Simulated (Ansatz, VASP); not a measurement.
# BaTiO3: VASP beside Ansatz

The input POSCAR:

```
BaTiO3
1.0
    2.8368974874      1.6378835280      2.2049439350
   -2.8368974874      1.6378835280      2.2049439350
    0.0000000000     -3.2757670560      2.2049439350
Ba Ti O
1 1 3
Direct
    0.9999656897      0.9999656897      0.9999656897
    0.5077048750      0.5077048750      0.5077048750
    0.4922539385      0.4922539385      0.9865215584
    0.4922539385      0.9865215584      0.4922539385
    0.9865215584      0.4922539385      0.4922539385
```

File INCAR.step1:

```
PREC     = Accurate       # precision mode
ENCUT    = 520            # plane-wave cutoff, eV
ISMEAR   = 0              # smearing method
SIGMA    = 0.05           # smearing width, eV
LREAL    = False          # projectors in reciprocal space
LASPH    = True           # aspherical terms in the spheres
NELM     = 150            # most SCF steps
LMAXMIX  = 4              # l up to which the mixer works
LDAU     = True           # DFT+U
LDAUTYPE = 2            
LDAUL    = -1 2 -1        # shell
LDAUU    = 0 4 0          # U, eV
LDAUJ    = 0 0 0        
NBANDS   = 28             # bands
GGA      = PE             # functional
ALGO     = Normal         # electronic algorithm
EDIFF    = 1E-4           # SCF threshold, eV
LWAVE    = True           # write WAVECAR
LCHARG   = False          # write CHGCAR
```

Contents of INCAR.step2:

```
PREC     = Accurate       # precision mode
ENCUT    = 520            # plane-wave cutoff, eV
EDIFF    = 1E-7           # SCF threshold, eV
ISMEAR   = 0              # smearing method
SIGMA    = 0.05           # smearing width, eV
LREAL    = False          # projectors in reciprocal space
LASPH    = True           # aspherical terms in the spheres
NELM     = 150            # most SCF steps
ALGO     = Normal         # electronic algorithm
ISIF     = 2              # what is computed and relaxed
LWAVE    = False          # write WAVECAR
LCHARG   = True           # write CHGCAR
LMAXMIX  = 4              # l up to which the mixer works
LDAU     = True           # DFT+U
LDAUTYPE = 2            
LDAUL    = -1 2 -1        # shell
LDAUU    = 0 4 0          # U, eV
LDAUJ    = 0 0 0        
LDAUPRINT= 1            
METAGGA  = R2SCAN         # meta-GGA
LMIXTAU  = True         
LELF     = True           # ELF
LVHAR    = True         
NBANDS   = 28             # bands
ISTART   = 1
```

KPOINTS

```
regular mesh
0
Gamma
  6 6 6
```

Input for Ansatz:

```yaml
crystal:
  lattice:
    - [2.8368974874, 1.637883528, 2.204943935]
    - [-2.8368974874, 1.637883528, 2.204943935]
    - [0.0, -3.275767056, 2.204943935]
  atoms:
    - { symbol: Ba, position: [0.9999656897, 0.9999656897, 0.9999656897] }
    - { symbol: Ti, position: [0.507704875, 0.507704875, 0.507704875] }
    - { symbol: O, position: [0.4922539385, 0.4922539385, 0.9865215584] }
    - { symbol: O, position: [0.4922539385, 0.9865215584, 0.4922539385] }
    - { symbol: O, position: [0.9865215584, 0.4922539385, 0.4922539385] }
basis:
  ecutwfc: 500
kpoints:
  mp_grid: { grid: [6, 6, 6] }
hamiltonian:
  xc: r2scan
  hubbard: { sites: [{ species: Ti, l: d, u_eff: 4.0 }] }
scf:
  occupations: { method: gaussian, width: 0.05 }
output:
  forces: true
  stress: true
  eigenvalues: true
```

Change from the starting cell: strain +0.000 along x and y, -0.050 along z, atoms carried along.

Alike in both runs: task single point; functional r2SCAN; k mesh 6 × 6 × 6; occupations gaussian, width 0.05 eV; no spin polarisation; Hubbard terms Ti d U = 4.0 eV.

|  | VASP | Ansatz |
| --- | --- | --- |
| version | VASP 6.6.1 | Ansatz 0.2.0 |
| potentials or method | VASP PAW PBE potentials, release 64 (Ba_sv, Ti_sv, O), cutoff 520 eV | scalar-relativistic, plane waves, PAW |
| valence electrons in the cell | 40 | 40 |

|  | VASP | Ansatz | Ansatz less VASP |
| --- | --- | --- | --- |
| gap on the k mesh at the Fermi level (eV) | 2.86 | 2.89 | +0.036 |
| least direct gap on the mesh (eV) | 3.01 | 3.01 | +0.003 |
| pressure (GPa) | 14.7 | 10.1 | -4.64 |
| traceless stress, the component that is largest in VASP (GPa) | 9.44 | 9.44 | -0.004 |
| rms of the force components (eV/Å) | 0.351 | 0.150 | -0.2017 |

VASP's potentials were made for PBE, not for r2SCAN. The programs project onto different local orbitals, so the same U acts differently, and such runs can settle in different states. Atom by atom the forces differ by 0.203 eV/Å (rms over components).

Spin-orbit coupling is off throughout.
